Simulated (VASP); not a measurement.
# Rb (I4/mmm) in VASP: further runs, part 2 of 2

VASP 6.6.1.

### Step 3. Single point, PBEsol (biaxial strain in the a-b plane: +6.0 %)

INCAR

```
ALGO = Fast
EDIFF = 1E-7
ENCUT = 520
GGA = PS
ISIF = 2
ISMEAR = 0
LASPH = True
LCHARG = False
LREAL = False
LWAVE = False
NBANDS = 16
NELM = 100
PREC = Accurate
SIGMA = 0.1
```

KPOINTS

```
k-points
0
Gamma
  10 10 10
```

POSCAR

```
Rb
1.0
    5.9061590106      0.0000000000      0.0000000000
    0.0000000000      5.9061590106      0.0000000000
    0.0000000000      0.0000000000      5.3712615908
Rb
2
Direct
    0.0000000000      0.0000000000      0.0000000000
    0.5000000000      0.5000000000      0.5000000000
```

Potentials or basis: VASP PAW PBE potentials, release 64 (Rb_sv).

The run is started by

```console
cat potpaw_PBE.64/Rb_sv/POTCAR > POTCAR
mpirun -np 1 vasp_std > vasp.out
```

OUTCAR:

```text
EDIFF = 1E-7
   ENCUT = 520
   GGA = PS
   ISIF = 2
   ISMEAR = 0
   LASPH = True
   LREAL = False
   NELM = 100
   PREC = Accurate

 ion  position               nearest neighbor table
   1  0.000  0.000  0.000-   2 4.97   2 4.97   2 4.97   2 4.97   2 4.97   2 4.97   2 4.97   2 4.97

   2  0.500  0.500  0.500-   1 4.97   1 4.97   1 4.97   1 4.97   1 4.97   1 4.97   1 4.97   1 4.97

  LATTYP: Found a simple tetragonal cell.
 ALAT       =     5.9061590106
 C/A-ratio  =     0.9094339623

  Lattice vectors:

 A1 = (   5.9061590106,   0.0000000000,   0.0000000000)
 A2 = (   0.0000000000,   5.9061590106,   0.0000000000)
 A3 = (   0.0000000000,   0.0000000000,   5.3712615908)

Analysis of symmetry for initial positions (statically):
=====================================================================
 Subroutine PRICEL returns following result:

  LATTYP: Found a body centered tetragonal cell.
 ALAT       =     5.9061590106
 C/A-ratio  =     0.9094339623

  Lattice vectors:

 A1 = (  -2.9530795053,  -2.9530795053,  -2.6856307954)
 A2 = (   2.9530795053,   2.9530795053,  -2.6856307954)
 A3 = (   2.9530795053,  -2.9530795053,   2.6856307954)

   2 primitive cells build up your supercell.

 Routine SETGRP: Setting up the symmetry group for a
 simple tetragonal supercell.

 Subroutine GETGRP returns: Found 16 space group operations
 (whereof 16 operations were pure point group operations)
 out of a pool of 16 trial point group operations.

The static configuration has the point symmetry D_4h.

Analysis of symmetry for dynamics (positions and initial velocities):
=====================================================================
 Subroutine PRICEL returns following result:

  LATTYP: Found a body centered tetragonal cell.
 ALAT       =     5.9061590106
 C/A-ratio  =     0.9094339623

  Lattice vectors:

 A1 = (  -2.9530795053,  -2.9530795053,  -2.6856307954)
[... 129 lines left out ...]
     AMIX     =   0.40;   BMIX     =  1.00
     AMIX_MAG =   1.60;   BMIX_MAG =  1.00
  volume/ion in A,a.u.               =      93.68       632.20
  Fermi-wavevector in a.u.,A,eV,Ry     =   0.749785  1.416888  7.648892  0.562178
  Thomas-Fermi vector in A             =   1.846385
   LORBIT       =      0    0 simple, 1 ext, 2 COOP (PROOUT), +10 PAW based schemes
   GGA     = PS    functional components
   LHFCALC =     F    Hartree Fock is set to
   AEXX    =    0.0000 exact exchange contribution
   IVDW    =     0    specifies the selected vdW correction
   LEPSILON=     F    determine dielectric tensor
   LRPA    =     F    only Hartree local field effects (RPA)
 non-spin polarized calculation
 RMM-DIIS sequential band-by-band and
 Gauss-broadening in eV      SIGMA  =   0.10
  energy-cutoff  :      520.00
  volume of cell :      187.36
 maximum number of plane-waves:      5080
 NGX is ok and might be reduce to    48
   NGX = 21   NGY = 21   NGZ = 19

 number of electron      18.0000000 magnetization

 Free energy of the ion-electron system (eV)
  ---------------------------------------------------
  ext. energy  EPLUGINS =         0.00000000
  ---------------------------------------------------
  free energy    TOTEN  =        -2.04224362 eV

  energy without entropy =       -2.03354709  energy(sigma->0) =       -2.03789536

 E-fermi :  -0.1164     XC(G=0):  -5.4489

 val. band max:       -0.1440384083   @ k =   0.5000   0.2000   0.3000
 cond. band min:      -0.1053038268   @ k =   0.4000   0.0000   0.2000
 fundamental gap:      0.0387345815
 Fermi energy:        -0.1163640762

 k-point     1 :       0.0000    0.0000    0.0000
  band No.  band energies     occupation
      1     -28.9904      2.00000
      2     -28.9840      2.00000
      3     -13.1068      2.00000
      4     -13.1068      2.00000
      5     -13.0905      2.00000
      6     -13.0400      2.00000
[... 433 lines left out ...]
      3     -13.1052      2.00000
      4     -13.0987      2.00000
      5     -13.0839      2.00000
      6     -13.0571      2.00000
[... 8 lines left out ...]
     15       3.2093      0.00000
     16       3.7156      0.00000

 [... further k-points ...]

------------------------ aborting loop because EDIFF is reached ----------------------------------------

  FORCE on cell =-STRESS in cart. coord.  units (eV):
  Direction    XX          YY          ZZ          XY          YZ          ZX
  --------------------------------------------------------------------------------------
  -------------------------------------------------------------------------------------
  Total       -0.2600100     -0.2600100     -0.1952911      0.0000000      0.0000000      0.0000000
  in kB       -2.2233823     -2.2233823     -1.6699612      0.0000000      0.0000000      0.0000000
  external PRESSURE =      -2.0389086 kB  Pullay stress =       0.0000000 kB

 VOLUME and BASIS-vectors are now :
 -----------------------------------------------------------------------------
  energy-cutoff  :      520.00
  volume of cell :      187.36
      direct lattice vectors                 reciprocal lattice vectors
     5.906159011  0.000000000  0.000000000     0.169314778  0.000000000  0.000000000
     0.000000000  5.906159011  0.000000000     0.000000000  0.169314778  0.000000000
     0.000000000  0.000000000  5.371261591     0.000000000  0.000000000  0.186176000

 POSITION                                       TOTAL-FORCE (eV/Angst)
 -----------------------------------------------------------------------------------
      0.00000      0.00000      0.00000        -0.000000     -0.000000      0.000000
      2.95308      2.95308      2.68563         0.000000      0.000000     -0.000000
 -----------------------------------------------------------------------------------
    total drift:                                0.000000     -0.000000     -0.000000

  FREE ENERGIE OF THE ION-ELECTRON SYSTEM (eV)
  ---------------------------------------------------
  free  energy   TOTEN  =        -2.0422436248 eV

  energy  without entropy=       -2.0335470913  energy(sigma->0) =       -2.03789536
```

It took 5.7 min on 1 thread of Intel Xeon Platinum 8259CL at 2.50GHz (Skylake/Cascade Lake), shared host; peak memory 0.48 GiB.

Results:

| Property | Result |
| --- | --- |
| Free energy | -2.0422 eV |
| Pressure | -0.2 GPa |
| Band gap on the k mesh | zero (bands 9 and 10 overlap by 1.95 eV) |

Caveat: the cell differs from its parent crystal (biaxial strain in the a-b plane: +6.0 %); the PAW data sets were made with another functional, which shifts forces and pressure a little.

The gap in the log of VASP goes by the Fermi energy; the results here count the filled bands.